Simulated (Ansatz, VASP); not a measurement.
GdN in VASP and in Ansatz

The input POSCAR:

```
GdN
1.0
    3.0877493615      0.0000000000      0.0000000000
    0.0000000000      3.0877493615      0.0000000000
    0.0000000000      0.0000000000      3.0877493615
Gd N
1 1
Direct
    0.0000000000      0.0000000000      0.0000000000
    0.5000000000      0.5000000000      0.5000000000
```

Contents of INCAR.step1:

```
SYSTEM = GdN
PREC = Accurate
ENCUT = 520
ISMEAR = 0
SIGMA = 0.05
LREAL = .FALSE.
LASPH = .TRUE.
NELM = 150
ISPIN = 2
MAGMOM = 7.66 0
LMAXMIX = 6
NBANDS = 22
GGA = PE
ALGO = Normal
EDIFF = 1E-4
LWAVE = .TRUE.
LCHARG = .FALSE.
```

INCAR.step2

```
SYSTEM = GdN
PREC = Accurate
ENCUT = 520
EDIFF = 1E-6
ISMEAR = 0
SIGMA = 0.05
LREAL = .FALSE.
LASPH = .TRUE.
NELM = 150
ALGO = Normal
ISIF = 2
LWAVE = .FALSE.
LCHARG = .TRUE.
ISPIN = 2
MAGMOM = 7.66 0
LORBIT = 11
LMAXMIX = 6
METAGGA = R2SCAN
LMIXTAU = .TRUE.
LELF = .TRUE.
LVHAR = .TRUE.
NBANDS = 22
ISTART = 1
```

Contents of KPOINTS:

```
regular mesh
0
G
  12 12 12
  0 0 0
```

Input for Ansatz:

```yaml
crystal:
  lattice:
    - [3.0877493615, 0.0, 0.0]
    - [0.0, 3.0877493615, 0.0]
    - [0.0, 0.0, 3.0877493615]
  atoms:
    - { symbol: Gd, position: [0.0, 0.0, 0.0], spin: 7.66 }
    - { symbol: "N", position: [0.5, 0.5, 0.5] }
basis:
  ecutwfc: 500
  ecutrho_ratio: 4
kpoints:
  mp_grid: { grid: [12, 12, 12] }
hamiltonian:
  xc: r2scan
scf:
  occupations: { method: gaussian, width: 0.05 }
output:
  forces: true
  stress: true
  eigenvalues: true
  populations: true
magnetization:
  spin_polarized: true
```

Alike in both runs: task single point; functional r2SCAN; k mesh 12 × 12 × 12; occupations gaussian, width 0.05 eV; collinear spin.

```csv
,VASP,Ansatz
version,VASP 6.6.1,Ansatz 0.2.0
potentials or method,"VASP PAW PBE potentials, release 64 (Gd, N), cutoff 520 eV","scalar-relativistic, plane waves, PAW"
valence electrons in the cell,23,23
```

```csv
,VASP,Ansatz,Ansatz less VASP
gap on the k mesh at the Fermi level (eV),none,none,-
pressure (GPa),-9.3,-9.2,+0.03
net moment per atom (μB),3.50,3.50,0.000
size of the moment on the site where the two differ most (μB),6.79,6.97,+0.180
```

VASP's potentials were made for PBE, not for r2SCAN. Site moments also hang on the region over which each program counts them. A gap of «none» marks a metal or a gap that the smearing closes. The functional is the same, so the differences come from potentials, cutoffs and numerics. Ansatz's warnings: stability check not made.

Neither program's run includes spin-orbit coupling.
